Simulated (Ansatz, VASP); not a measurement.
One calculation of TaTeP, two programs

The input INCAR:

```
SYSTEM = TaTeP
  ALGO = Normal
  EDIFF = 1E-7
  EDIFFG = -0.04
  ENCUT = 600
  GGA = PE
  IBRION = 2
  ISIF = 3
  ISMEAR = 0
  LASPH = .TRUE.
  LCHARG = .FALSE.
  LREAL = .FALSE.
  LWAVE = .FALSE.
  NELM = 80
  NSW = 90
  PREC = Accurate
  SIGMA = 0.1
```

Contents of KPOINTS:

```
k-points
0
G
  4 4 4
  0 0 0
```

File POSCAR:

```
TaTeP
1.0
    4.5017969800      0.0000000000      0.0000000000
    0.0000000000      4.5017969800      0.0000000000
    0.0000000000      0.0000000000      7.1466650200
Ta Te P
1 1 1
Direct
    0.5000000000      0.5000000000      0.5000000000
    0.5000000000      0.5000000000      0.0000000000
    0.0000000000      0.0000000000      0.5000000000
```

Input for Ansatz:

```yaml
crystal:
  lattice:
    - [4.50179698, 0.0, 0.0]
    - [0.0, 4.50179698, 0.0]
    - [0.0, 0.0, 7.14666502]
  atoms:
    - { symbol: Ta, position: [0.5, 0.5, 0.5] }
    - { symbol: Te, position: [0.5, 0.5, 0.0] }
    - { symbol: P, position: [0.0, 0.0, 0.5] }
basis:
  ecutwfc: 420
kpoints:
  mp_grid: { grid: [4, 4, 4] }
hamiltonian:
  xc: pbe
scf:
  occupations: { method: gaussian, width: 0.1 }
  lower_state_search: "off"
output:
  forces: true
  stress: true
  eigenvalues: true
relax:
  adjacent_minimum: "off"
  f_tol: 0.04
  max_steps: 70
  cell: { stress_tol: 0.4 }
```

Alike in both runs: task relaxation of cell and atoms; functional PBE; k mesh 4 × 4 × 4; occupations gaussian, width 0.1 eV; no spin polarisation.

```csv
,VASP,Ansatz
version,VASP 6.6.1,Ansatz 0.2.0
potentials or method,"VASP PAW PBE potentials, release 64 (Ta_pv, Te, P), cutoff 600 eV","scalar-relativistic, plane waves, PAW"
valence electrons in the cell,22,34
```

```tsv
	VASP	Ansatz	Ansatz less VASP
gap on the k mesh at the Fermi level, each at its own relaxed structure (eV)	none	none	-
relaxed volume (Å³/atom)	23.06	23.05	-0.005
relaxed cell length with the largest relative difference (Å)	5.777	5.765	-0.0115
```

A gap of «none» marks a metal or a gap that the smearing closes. VASP's potentials hold 22 valence electrons a cell and Ansatz's 34, so a difference there can come from the potentials and not from the codes.

Neither program's run includes spin-orbit coupling. Noted on VASP's run: the volume moved by over 15 % at a fixed basis, so the end points are rough.
